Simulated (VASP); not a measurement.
A run of VASP 6.6.1 is set up as follows.

INCAR

```
ALGO = Normal ; EDIFF = 1E-7
ENCUT = 520 ; GGA = PE
ISIF = 2 ; ISMEAR = -1
IVDW = 12 ; LASPH = True
LCHARG = True ; LELF = True
LREAL = Auto ; LVHAR = True
LWAVE = False ; NBANDS = 66
NELM = 100 ; PREC = Accurate
SIGMA = 0.05
```

The input KPOINTS:

```
k-points
0
Gamma
  1 1 1
```

Contents of POSCAR:

```
H4CO
1.0
    7.3803230000      0.0000000000      0.0000000000
    0.0000000000      7.3803230000      0.0000000000
    0.0000000000      0.0000000000      7.3803230000
C O H
6 6 24
Direct
    0.0807823723      0.6178049389      0.4463354788
    0.7078687477      0.5302071468      0.7057685687
    0.7602648285      0.2807600697      0.1783119790
    0.1592477728      0.2137982308      0.6956877091
    0.5191236210      0.8381204996      0.1981620588
    0.0325324515      0.8543528515      0.9733042849
    0.0884649628      0.7768630181      0.5594877081
    0.6294439959      0.3629651439      0.6574509002
    0.6596594756      0.3604178300      0.3273162977
    0.2822234203      0.3214086972      0.7885969218
    0.6665426432      0.7287079441      0.2840797076
   -0.0738856551      0.6983840680      1.0238440784
   -0.0534393955      0.5521032074      0.4676082605
    0.2085545578      0.8344350240      0.5508566495
    0.0900502593      0.6547409917      0.3059351196
    0.1888128745      0.5213050974      0.4727977353
    0.6478171755      0.5541491883      0.8421176146
    0.6684395791      0.3384675711      0.5254648069
    0.8501253942      0.5209799083      0.7263367741
    0.6704313619      0.6410424042      0.6152847240
    0.7908867945      0.1493837058      0.2332824729
    0.6501205977      0.5026880260      0.2961523500
    0.6822194638      0.2800690430      0.0428165542
    0.8864517176      0.3623554145      0.1694912269
    0.0402014925      0.2036496235      0.7724323177
    0.4022859162      0.3163276187      0.7135731051
    0.1297910674      0.2401656404      0.5535665580
    0.1916582784      0.0626124358      0.6924358189
    0.3937903531      0.7491948523      0.1810354371
    0.7678119237      0.7360246970      0.1997609048
    0.4722422040      0.9583591396      0.2813833487
    0.5773324555      0.8828339898      0.0726390972
    0.1677162368      0.8595965244      1.0398189890
   -0.0617859137      0.6069924040      0.9270596964
    0.0274513731      0.8575098949      0.8254245783
   -0.0413261046      0.9781143725      1.0107958690
```

Potentials or basis: VASP PAW PBE potentials, release 64 (C, O, H).

Command:

```sh
$ cat potpaw_PBE.64/C/POTCAR potpaw_PBE.64/O/POTCAR potpaw_PBE.64/H/POTCAR > POTCAR
$ mpirun -np 1 vasp_gam > vasp.out
```

**Question.** Predict the pressure.

**Answer.** -0.4 GPa.

**Question.** Predict the dispersion energy per atom.

**Answer.** -0.035 eV.

**Question.** Estimate the band gap on the k mesh.

**Answer.** 4.43 eV.

**Question.** Predict the largest force.

**Answer.** 3.071 eV/Å.

Stress tensor (GPa, compression positive):
```
-0.49 -0.07 -0.70
-0.07 -1.34 -0.13
-0.70 -0.13  0.75
```

Caveat: the k points lie up to 0.85 Å⁻¹ apart.
